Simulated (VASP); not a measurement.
# PdPt2S6 (P-3m1) in VASP: a series of runs, part 2 of 2

VASP 6.6.1. Earlier steps stand in the parts before.

### Step 4. Relaxation of cell and atoms, PBE

Input file INCAR:

```
PREC = Accurate
ENCUT = 600
EDIFF = 1E-7
ISMEAR = 0
SIGMA = 0.02
LREAL = False
LASPH = True
NELM = 60
ALGO = Normal
ISIF = 3
LWAVE = False
LCHARG = False
GGA = PE
IBRION = 2
NSW = 100
EDIFFG = -0.01
```

Input file KPOINTS:

```
Automatic mesh
0
Gamma
  12 12 2
```

Input file POSCAR:

```
PdPt2S6
1.0
    3.5712623790      0.0000000000      0.0000000000
   -1.7856311895      3.0928039438      0.0000000000
    0.0000000000      0.0000000000     18.9619119872
Pd Pt S
1 2 6
Direct
    0.0000000000      0.0000000000      0.0000000000
    0.0000000000      0.0000000000      0.3322918863
    0.0000000000      0.0000000000      0.6677081137
    0.3333333333      0.6666666667      0.0648732315
    0.3333333333      0.6666666667      0.3971817029
    0.3333333333      0.6666666667      0.7325914959
    0.6666666667      0.3333333333      0.2674085041
    0.6666666667      0.3333333333      0.6028182971
    0.6666666667      0.3333333333      0.9351267685
```

Potentials or basis: VASP PAW PBE potentials, release 64 (Pd, Pt, S).

Started as:

```console
> cat potpaw_PBE.64/Pd/POTCAR potpaw_PBE.64/Pt/POTCAR potpaw_PBE.64/S/POTCAR > POTCAR
> mpirun -np 1 vasp_std > vasp.out
```

OUTCAR:

```text
PREC = Accurate
   ENCUT = 600
   EDIFF = 1E-7
   ISMEAR = 0
   LREAL = False
   LASPH = True
   NELM = 60
   ISIF = 3
   GGA = PE
   IBRION = 2
   NSW = 100
   EDIFFG = -0.01

 ion  position               nearest neighbor table
   1  0.000  0.000  0.000-   4 2.40   9 2.40   9 2.40   4 2.40   9 2.40   4 2.40
   2  0.000  0.000  0.332-   7 2.40   7 2.40   7 2.40   5 2.40   5 2.40   5 2.40
   3  0.000  0.000  0.668-   6 2.40   6 2.40   6 2.40   8 2.40   8 2.40   8 2.40
   4  0.333  0.667  0.065-   1 2.40   1 2.40   1 2.40
   5  0.333  0.667  0.397-   2 2.40   2 2.40   2 2.40
   6  0.333  0.667  0.733-   3 2.40   3 2.40   3 2.40
   7  0.667  0.333  0.267-   2 2.40   2 2.40   2 2.40
   8  0.667  0.333  0.603-   3 2.40   3 2.40   3 2.40
   9  0.667  0.333  0.935-   1 2.40   1 2.40   1 2.40

  LATTYP: Found a hexagonal cell.
 ALAT       =     3.5712623790
 C/A-ratio  =     5.3095824319

  Lattice vectors:

 A1 = (   3.5712623790,   0.0000000000,   0.0000000000)
 A2 = (  -1.7856311895,   3.0928039438,   0.0000000000)
 A3 = (   0.0000000000,   0.0000000000,  18.9619119872)

Analysis of symmetry for initial positions (statically):
=====================================================================
[... 195 lines left out ...]
  -------------------------------------------------------------------------------------
  Total       -0.4480763     -0.4480763     -0.2294891      0.0000000      0.0000000      0.0000000
  in kB       -3.4277274     -3.4277274     -1.7555631      0.0000000      0.0000000      0.0000000
  external PRESSURE =      -2.8703393 kB  Pullay stress =       0.0000000 kB
[... 73 lines left out ...]
--------------------------------------- Ionic step        3  -------------------------------------------

 number of electron      66.0000001 magnetization

 Free energy of the ion-electron system (eV)
  ---------------------------------------------------
  ext. energy  EPLUGINS =         0.00000000
  ---------------------------------------------------
  free energy    TOTEN  =       -44.92466954 eV

  energy without entropy =      -44.92466954  energy(sigma->0) =      -44.92466954

 E-fermi :   3.4505     XC(G=0):  -9.0593

 val. band max:        3.3505625876   @ k =   0.1667   0.0000   0.5000
 cond. band min:       4.4088440808   @ k =   0.2500   0.0000   0.0000
 fundamental gap:      1.0582814932
 Fermi energy:         3.4505221877

 k-point     1 :       0.0000    0.0000    0.0000
  band No.  band energies     occupation
      1     -10.8439      2.00000
      2     -10.8288      2.00000
      3     -10.2289      2.00000
      4      -8.6417      2.00000
      5      -8.6084      2.00000
      6      -8.3976      2.00000
[... 997 lines left out ...]
     38       5.9659      0.00000
     39       6.0072      0.00000

 [... further k-points ...]

------------------------ aborting loop because EDIFF is reached ----------------------------------------

  FORCE on cell =-STRESS in cart. coord.  units (eV):
  Direction    XX          YY          ZZ          XY          YZ          ZX
  --------------------------------------------------------------------------------------
  -------------------------------------------------------------------------------------
  Total       -0.0107251     -0.0107251      0.0563428      0.0000000      0.0000000     -0.0000000
  in kB       -0.0822472     -0.0822472      0.4320755      0.0000000      0.0000000     -0.0000000
  external PRESSURE =       0.0891937 kB  Pullay stress =       0.0000000 kB
[... 24 lines left out ...]
  FREE ENERGIE OF THE ION-ELECTRON SYSTEM (eV)
  ---------------------------------------------------
  free  energy   TOTEN  =       -44.9246695399 eV

  energy  without entropy=      -44.9246695399  energy(sigma->0) =      -44.92466954

 reached required accuracy - stopping structural energy minimisation
```

It took 23 min on 1 thread of Oxide Virtual Turin-like, shared host; peak memory 0.6 GiB.

What came out:

```
Free energy                           : -44.9247 eV
Relaxed volume                        : 23.21 Å³/atom
Relaxed cell                          : a = 3.568 Å, b = 3.568 Å, c = 18.952 Å, α = 90.00°, β = 90.00°, γ = 120.00°
Space group after relaxing (to 0.1 Å) : P-3m1 (No. 164)
Energy gained by relaxing             : 0.1 meV/atom
Ionic steps                           : 3
Pressure after relaxing               : 0.0 GPa
Largest force after relaxing          : 0.004 eV/Å
Band gap on the k mesh                : 1.06 eV (least direct gap 1.20 eV)
```

Forces on the atoms (eV/Å):
```
Pd   0.000  0.000  0.000
Pt   0.000  0.000  0.000
Pt   0.000  0.000  0.000
S    0.000  0.000  0.004
S    0.000  0.000  0.003
S    0.000  0.000  0.003
S    0.000  0.000 -0.003
S    0.000  0.000 -0.003
S    0.000  0.000 -0.004
```

The path:
```tsv
step	energy change (eV)	largest force (eV/Å)	pressure (GPa)	volume (Å³)
1	0.0000	0.0380	-0.29	209.44
2	0.0007	0.0633	0.45	208.18
3	-0.0006	0.0045	0.01	208.92
```

Final structure:
```yaml
crystal:
  lattice:
    - [3.56777, 0.00000, 0.00000]
    - [-1.78389, 3.08978, 0.00000]
    - [0.00000, 0.00000, 18.95242]
  atoms:
    - { symbol: Pd, position: [0.00000, 0.00000, 0.00000] }
    - { symbol: Pt, position: [0.00000, 0.00000, 0.33229] }
    - { symbol: Pt, position: [0.00000, 0.00000, 0.66771] }
    - { symbol: S, position: [0.33333, 0.66667, 0.06484] }
    - { symbol: S, position: [0.33333, 0.66667, 0.39714] }
    - { symbol: S, position: [0.33333, 0.66667, 0.73255] }
    - { symbol: S, position: [0.66667, 0.33333, 0.26745] }
    - { symbol: S, position: [0.66667, 0.33333, 0.60286] }
    - { symbol: S, position: [0.66667, 0.33333, 0.93516] }
```

Caveat: spin-orbit coupling is left out, which moves the levels of the heavy elements; this functional lacks dispersion, which binds layers or chains, so the pressure and a relaxed spacing across them are unreliable.
